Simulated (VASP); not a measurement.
# Bi2Se3 (P4/mmm) in VASP: further runs

Bi2Se3 is run at these levels: PBE; tasks: single point, relaxation of cell and atoms.

Everything below comes from runs of VASP 6.6.1. Logs are shortened: lines on timing, memory, paths and dates and some standing lists are left out, and cuts for length are marked.

### Step 1. The cell of the first run

The structure is tetragonal, space group P4/mmm (No. 123). Conventional cell: a = 4.089 Å, b = 4.089 Å, c = 8.378 Å, α = 90.00°, β = 90.00°, γ = 90.00°. Bi (site symmetry 4/mmm) has 2 Se at 1.99 Å within 2.6 Å. Within 3.8 Å of Bi (site symmetry 4/mmm) lie 12 Se at 2.89 to 3.63 Å. Within 2.9 Å of Se (site symmetry 4/mmm) lie 2 Se at 2.20 Å and 4 Bi at 2.89 Å. Se (site symmetry 4mm) has 1 Bi at 1.99 Å and 1 Se at 2.20 Å within 2.6 Å.

The cell was built from a structure type or drawn by symmetry, and may not be a known phase.

### Step 2. Single point, PBE

The input, INCAR:

```
SYSTEM = Bi2Se3
ALGO = Normal
EDIFF = 1E-6
ENCUT = 520
GGA = PE
ISIF = 2
ISMEAR = 0
LASPH = .TRUE.
LCHARG = .TRUE.
LELF = .TRUE.
LREAL = .FALSE.
LVHAR = .TRUE.
LWAVE = .FALSE.
NBANDS = 32
NELM = 60
PREC = Accurate
SIGMA = 0.1
```

The input, KPOINTS:

```
k-points
0
G
  4 4 2
  0 0 0
```

The input, POSCAR:

```
Bi2Se3
1.0
    4.0886809300      0.0000000000      0.0000000000
    0.0000000000      4.0886809300      0.0000000000
    0.0000000000      0.0000000000      8.3776622300
Bi Se
2 3
Direct
    0.0000000000      0.0000000000      0.0000000000
    0.5000000000      0.5000000000      0.5000000000
    0.0000000000      0.0000000000      0.5000000000
    0.0000000000      0.0000000000      0.7623586300
    0.0000000000      0.0000000000      0.2376413700
```

Potentials or basis: VASP PAW PBE potentials, release 64 (Bi_d, Se).

Started as:

```
$ cat potpaw_PBE.64/Bi_d/POTCAR potpaw_PBE.64/Se/POTCAR > POTCAR
$ mpirun -np 1 vasp_std > vasp.out
```

OUTCAR:

```text
SYSTEM = Bi2Se3
   EDIFF = 1E-6
   ENCUT = 520
   GGA = PE
   ISIF = 2
   ISMEAR = 0
   LASPH = .TRUE.
   LREAL = .FALSE.
   NELM = 60
   PREC = Accurate

 ion  position               nearest neighbor table
   1  0.000  0.000  0.000-   4 1.99   5 1.99
   2  0.500  0.500  0.500-   3 2.89   3 2.89   3 2.89   3 2.89
   3  0.000  0.000  0.500-   4 2.20   5 2.20   2 2.89   2 2.89   2 2.89   2 2.89
   4  0.000  0.000  0.762-   1 1.99   3 2.20
   5  0.000  0.000  0.238-   1 1.99   3 2.20

  LATTYP: Found a simple tetragonal cell.
 ALAT       =     4.0886809300
 C/A-ratio  =     2.0489889951

  Lattice vectors:

 A1 = (   4.0886809300,   0.0000000000,   0.0000000000)
 A2 = (   0.0000000000,   4.0886809300,   0.0000000000)
 A3 = (   0.0000000000,   0.0000000000,   8.3776622300)

Analysis of symmetry for initial positions (statically):
=====================================================================
 Subroutine PRICEL returns:
 Original cell was already a primitive cell.

 Routine SETGRP: Setting up the symmetry group for a
 simple tetragonal supercell.

 Subroutine GETGRP returns: Found 16 space group operations
 (whereof 16 operations were pure point group operations)
 out of a pool of 16 trial point group operations.

The static configuration has the point symmetry D_4h.

Analysis of symmetry for dynamics (positions and initial velocities):
=====================================================================
 Subroutine PRICEL returns:
 Original cell was already a primitive cell.

 Routine SETGRP: Setting up the symmetry group for a
 simple tetragonal supercell.

 Subroutine GETGRP returns: Found 16 space group operations
 (whereof 16 operations were pure point group operations)
 out of a pool of 16 trial point group operations.

The dynamic configuration has the point symmetry D_4h.

 Subroutine INISYM returns: Found 16 space group operations
 (whereof 16 operations are pure point group operations),
 and found     1 'primitive' translations

----------------------------------------------------------------------------------------

                                     Primitive cell

  volume of cell :     140.0520

  direct lattice vectors                    reciprocal lattice vectors
     4.088680930  0.000000000  0.000000000     0.244577656  0.000000000  0.000000000
     0.000000000  4.088680930  0.000000000     0.000000000  0.244577656  0.000000000
     0.000000000  0.000000000  8.377662230     0.000000000  0.000000000  0.119365042

  length of vectors
     4.088680930  4.088680930  8.377662230     0.244577656  0.244577656  0.119365042

  position of ions in fractional coordinates (direct lattice)
     0.000000000  0.000000000  0.000000000
     0.500000000  0.500000000  0.500000000
     0.000000000  0.000000000  0.500000000
     0.000000000  0.000000000  0.762358630
     0.000000000  0.000000000  0.237641370

  ion indices of the primitive-cell ions
   primitive index   ion index
                 1           1
                 2           2
                 3           3
                 4           4
                 5           5

----------------------------------------------------------------------------------------

 KPOINTS: k-points

Automatic generation of k-mesh.
 Grid dimensions read from file:
 generate k-points for:    4    4    2

 Generating k-lattice:

  Cartesian coordinates                     Fractional coordinates (reciprocal lattice)
     0.061144414  0.000000000  0.000000000     0.250000000  0.000000000  0.000000000
     0.000000000  0.061144414  0.000000000     0.000000000  0.250000000  0.000000000
     0.000000000  0.000000000  0.059682521     0.000000000  0.000000000  0.500000000

  Length of vectors
     0.061144414  0.061144414  0.059682521

  Shift w.r.t. Gamma in fractional coordinates (k-lattice)
     0.000000000  0.000000000  0.000000000

 Subroutine IBZKPT returns following result:
 ===========================================

 Found     12 irreducible k-points:

 Following reciprocal coordinates:
            Coordinates               Weight
  0.000000  0.000000  0.000000      1.000000
  0.250000  0.000000  0.000000      4.000000
  0.500000  0.000000  0.000000      2.000000
  0.250000  0.250000  0.000000      4.000000
  0.500000  0.250000  0.000000      4.000000
  0.500000  0.500000  0.000000      1.000000
  0.000000  0.000000  0.500000      1.000000
  0.250000  0.000000  0.500000      4.000000
  0.500000  0.000000  0.500000      2.000000
  0.250000  0.250000  0.500000      4.000000
  0.500000  0.250000  0.500000      4.000000
  0.500000  0.500000  0.500000      1.000000
   k-points           NKPTS =     12   k-points in BZ     NKDIM =     12   number of bands    NBANDS=     32
   number of dos      NEDOS =    301   number of ions     NIONS =      5
   total plane-waves  NPLWV =  57600
   dimension x,y,z NGX =    30 NGY =   30 NGZ =   64
   dimension x,y,z NGXF=    60 NGYF=   60 NGZF=  128
   ions per type =               2   3
   NGX,Y,Z   is equivalent  to a cutoff of  12.20, 12.20, 12.70 a.u.
   NGXF,Y,Z  is equivalent  to a cutoff of  24.40, 24.40, 25.40 a.u.
 SYSTEM =  Bi2Se3
   PREC   = accura    normal or accurate (medium, high low for compatibility)
   ISTART =      0    job   : 0-new  1-cont  2-samecut
   ICHARG =      2    charge: 1-file 2-atom 10-const
   ISPIN  =      1    spin polarized calculation?
   LNONCOLLINEAR =      F non collinear calculations
   LSORBIT =      F    spin-orbit coupling
   LASPH  =      T    aspherical Exc in radial PAW
   ENCUT  =  520.0 eV  38.22 Ry    6.18 a.u.   7.60  7.60 15.58*2*pi/ulx,y,z
   NELM   =     60;   NELMIN=  2; NELMDL= -5     # of ELM steps
   EDIFF  = 0.1E-05   stopping-criterion for ELM
   LREAL  =      F    real-space projection
   EDIFFG = 0.1E-04   stopping-criterion for IOM
   NSW    =      0    number of steps for IOM
   IBRION =     -1    ionic relax: 0-MD 1-quasi-New 2-CG
   NFREE  =      0    steps in history (QN), initial steepest desc. (CG)
   ISIF   =      2    stress and relaxation
   ISYM   =      2    0-nonsym 1-usesym 2-fastsym
   POTIM  = 0.5000    time-step for ionic-motion
   TEBEG  =    0.0;   TEEND  =   0.0 temperature during run
   PSTRESS=    0.0 pullay stress
   NELECT =      48.0000    total number of electrons
   NUPDOWN=      -1.0000    fix difference up-down
   EMIN   =  10.00;   EMAX   =-10.00  energy-range for DOS
   EFERMI =   0.00;   METHOD = LEGACY
   ISMEAR =     0;   SIGMA  =   0.10  broadening in eV -4-tet -1-fermi 0-gaus
   EFERMI_NEDOS =   21; number of points for ismear=-14 and -15
   IALGO  =     38    algorithm
   IMIX   =      4    mixing-type and parameters
     AMIX     =   0.40;   BMIX     =  1.00
     AMIX_MAG =   1.60;   BMIX_MAG =  1.00
  volume/ion in A,a.u.               =      28.01       189.02
  Fermi-wavevector in a.u.,A,eV,Ry     =   1.145668  2.164999 17.858400  1.312555
  Thomas-Fermi vector in A             =   2.282356
   LORBIT       =      0    0 simple, 1 ext, 2 COOP (PROOUT), +10 PAW based schemes
   GGA     = PE    functional components
   LHFCALC =     F    Hartree Fock is set to
   AEXX    =    0.0000 exact exchange contribution
   IVDW    =     0    specifies the selected vdW correction
   LEPSILON=     F    determine dielectric tensor
   LRPA    =     F    only Hartree local field effects (RPA)
 non-spin polarized calculation
 Gauss-broadening in eV      SIGMA  =   0.10
  energy-cutoff  :      520.00
  volume of cell :      140.05
 maximum number of plane-waves:      3783
   NGX = 15   NGY = 15   NGZ = 31

 number of electron      47.9999992 magnetization

 Free energy of the ion-electron system (eV)
  ---------------------------------------------------
  ext. energy  EPLUGINS =         0.00000000
  ---------------------------------------------------
  free energy    TOTEN  =        -5.43994815 eV

  energy without entropy =       -5.41133087  energy(sigma->0) =       -5.42563951

 E-fermi :   6.1549     XC(G=0):  -9.2340

 val. band max:        6.1218802602   @ k =   0.2500   0.2500   0.5000
 cond. band min:       6.1884507260   @ k =   0.5000   0.2500   0.5000
 fundamental gap:      0.0665704657
 Fermi energy:         6.1549252139

 k-point     1 :       0.0000    0.0000    0.0000
  band No.  band energies     occupation
      1     -20.6378      2.00000
      2     -19.1097      2.00000
      3     -19.1097      2.00000
      4     -18.5722      2.00000
      5     -18.5472      2.00000
      6     -16.8290      2.00000
[... 24 lines left out ...]
     31       9.9047      0.00000
     32      10.7135      0.00000

 k-point     2 :       0.2500    0.0000    0.0000
  band No.  band energies     occupation
      1     -20.6364      2.00000
      2     -19.1137      2.00000
      3     -19.1094      2.00000
      4     -18.5626      2.00000
      5     -18.5503      2.00000
      6     -16.8327      2.00000
[... 24 lines left out ...]
     31      10.3776      0.00000
     32      10.6208      0.00000

 k-point     3 :       0.5000    0.0000    0.0000
  band No.  band energies     occupation
      1     -20.6349      2.00000
      2     -19.1176      2.00000
      3     -19.1092      2.00000
      4     -18.5535      2.00000
      5     -18.5529      2.00000
      6     -16.8433      2.00000
[... 24 lines left out ...]
     31      10.7881      0.00000
     32      11.5710      0.00000

 k-point     4 :       0.2500    0.2500    0.0000
  band No.  band energies     occupation
      1     -20.6349      2.00000
      2     -19.1134      2.00000
      3     -19.1133      2.00000
      4     -18.5536      2.00000
      5     -18.5527      2.00000
      6     -16.8514      2.00000
[... 24 lines left out ...]
     31      11.1936      0.00000
     32      11.6298      0.00000

 k-point     5 :       0.5000    0.2500    0.0000
  band No.  band energies     occupation
      1     -20.6335      2.00000
      2     -19.1173      2.00000
      3     -19.1131      2.00000
      4     -18.5569      2.00000
      5     -18.5429      2.00000
      6     -16.8695      2.00000
[... 24 lines left out ...]
     31      10.5925      0.00000
     32      11.6181      0.00000

 k-point     6 :       0.5000    0.5000    0.0000
  band No.  band energies     occupation
      1     -20.6321      2.00000
      2     -19.1170      2.00000
      3     -19.1170      2.00000
      4     -18.5604      2.00000
      5     -18.5330      2.00000
      6     -16.8951      2.00000
[... 24 lines left out ...]
     31      10.8867      0.00000
     32      10.8867      0.00000

 k-point     7 :       0.0000    0.0000    0.5000
  band No.  band energies     occupation
      1     -20.6374      2.00000
      2     -19.1097      2.00000
      3     -19.1097      2.00000
      4     -18.5722      2.00000
      5     -18.5472      2.00000
      6     -16.8290      2.00000
[... 24 lines left out ...]
     31       9.8671      0.00000
     32       9.8671      0.00000

 k-point     8 :       0.2500    0.0000    0.5000
  band No.  band energies     occupation
      1     -20.6361      2.00000
      2     -19.1137      2.00000
      3     -19.1094      2.00000
      4     -18.5626      2.00000
      5     -18.5504      2.00000
      6     -16.8328      2.00000
[... 24 lines left out ...]
     31      10.7587      0.00000
     32      11.4526      0.00000

 k-point     9 :       0.5000    0.0000    0.5000
  band No.  band energies     occupation
      1     -20.6346      2.00000
      2     -19.1176      2.00000
      3     -19.1091      2.00000
      4     -18.5535      2.00000
      5     -18.5529      2.00000
      6     -16.8433      2.00000
[... 24 lines left out ...]
     31      12.3174      0.00000
     32      12.8465      0.00000

 k-point    10 :       0.2500    0.2500    0.5000
  band No.  band energies     occupation
      1     -20.6346      2.00000
      2     -19.1134      2.00000
      3     -19.1133      2.00000
      4     -18.5536      2.00000
      5     -18.5528      2.00000
      6     -16.8515      2.00000
[... 24 lines left out ...]
     31      11.4533      0.00000
     32      11.6270      0.00000

 k-point    11 :       0.5000    0.2500    0.5000
  band No.  band energies     occupation
      1     -20.6332      2.00000
      2     -19.1173      2.00000
      3     -19.1131      2.00000
      4     -18.5569      2.00000
      5     -18.5429      2.00000
      6     -16.8696      2.00000
[... 24 lines left out ...]
     31      11.3360      0.00000
     32      12.4667      0.00000

 k-point    12 :       0.5000    0.5000    0.5000
  band No.  band energies     occupation
      1     -20.6318      2.00000
      2     -19.1169      2.00000
      3     -19.1169      2.00000
      4     -18.5604      2.00000
      5     -18.5330      2.00000
      6     -16.8954      2.00000
[... 24 lines left out ...]
     31      12.2769      0.00000
     32      12.2769      0.00000

------------------------ aborting loop because EDIFF is reached ----------------------------------------

  FORCE on cell =-STRESS in cart. coord.  units (eV):
  Direction    XX          YY          ZZ          XY          YZ          ZX
  --------------------------------------------------------------------------------------
  -------------------------------------------------------------------------------------
  Total        5.3280363      5.3280363    107.6977472      0.0000000      0.0000000      0.0000000
  in kB       60.9520710     60.9520710   1232.0488094      0.0000000      0.0000000      0.0000000
  external PRESSURE =     451.3176505 kB  Pullay stress =       0.0000000 kB

 VOLUME and BASIS-vectors are now :
 -----------------------------------------------------------------------------
  energy-cutoff  :      520.00
  volume of cell :      140.05
      direct lattice vectors                 reciprocal lattice vectors
     4.088680930  0.000000000  0.000000000     0.244577656  0.000000000  0.000000000
     0.000000000  4.088680930  0.000000000     0.000000000  0.244577656  0.000000000
     0.000000000  0.000000000  8.377662230     0.000000000  0.000000000  0.119365042

 POSITION                                       TOTAL-FORCE (eV/Angst)
 -----------------------------------------------------------------------------------
      0.00000      0.00000      0.00000        -0.000000     -0.000000      0.000000
      2.04434      2.04434      4.18883        -0.000000     -0.000000      0.000000
      0.00000      0.00000      4.18883        -0.000000     -0.000000      0.000000
      0.00000      0.00000      6.38678         0.000000     -0.000000    -15.123339
      0.00000      0.00000      1.99088        -0.000000      0.000000     15.123339
 -----------------------------------------------------------------------------------
    total drift:                                0.000000      0.000000      0.000000

  FREE ENERGIE OF THE ION-ELECTRON SYSTEM (eV)
  ---------------------------------------------------
  free  energy   TOTEN  =        -5.4399481475 eV

  energy  without entropy=       -5.4113308714  energy(sigma->0) =       -5.42563951
```

Wall time 44 s (1 thread of Intel Xeon 6975P-C (Granite Rapids), shared host); peak memory 0.24 GiB.

What came out:

```
Free energy            : -5.4399 eV
Pressure               : 45.1 GPa
Largest force          : 15.123 eV/Å
Band gap on the k mesh : zero (bands 24 and 25 overlap by 2.27 eV)
```

Forces on the atoms (eV/Å):
```
Bi    0.000   0.000   0.000
Bi    0.000   0.000   0.000
Se    0.000   0.000   0.000
Se    0.000   0.000 -15.123
Se    0.000   0.000  15.123
```

Caveat: the k points lie up to 0.38 Å⁻¹ apart, too coarse for converged energies and pressures of a metal; spin-orbit coupling is left out, which moves the levels of the heavy elements; forces of over 1 eV/Å act on the atoms, so gaps and moduli don't describe the material at rest.

(Continued in part 2 of 3.)
